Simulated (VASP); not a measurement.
Here is a VASP 6.6.1 calculation.

INCAR

```
SYSTEM = ReBi
PREC = Accurate
ENCUT = 520
EDIFF = 1E-6
ISMEAR = 0
SIGMA = 0.05
LREAL = .False.
LASPH = .True.
NELM = 80
ALGO = Fast
ISIF = 2
LWAVE = .False.
LCHARG = .False.
GGA = PE
NBANDS = 18
```

KPOINTS

```
regular mesh
0
Gamma
  10 10 10
  0 0 0
```

Contents of POSCAR:

```
ReBi
1.0
    0.0252373999      3.1539514574      3.0401652900
    3.1062955571      0.0131876502      3.0522150397
    3.1045384516      3.1642441015      0.0149447557
Re Bi
1 1
Direct
    0.0035368959     -0.0111837520      0.0066800556
    0.2464631041      0.2611837520      0.2433199444
```

Potentials or basis: VASP PAW PBE potentials, release 64 (Re, Bi_d).

Launch:

```console
$ cat potpaw_PBE.64/Re/POTCAR potpaw_PBE.64/Bi_d/POTCAR > POTCAR
$ mpirun -np 1 vasp_std > vasp.out
```

Problem. Predict the pressure.

Solution. 1.4 GPa.

Problem. What does it give for the largest force?

Solution. 0.879 eV/Å.

Problem. Predict the band gap on the k mesh.

Solution. Zero (bands 11 and 12 overlap by 0.08 eV).

Stress tensor (GPa, compression positive):
```
 1.28 -2.67  2.80
-2.67  1.69 -1.57
 2.80 -1.57  1.18
```

Caveat: the cell differs from its parent crystal (atoms moved at random and the cell strained at random); spin-orbit coupling is left out, which moves the levels of the heavy elements.
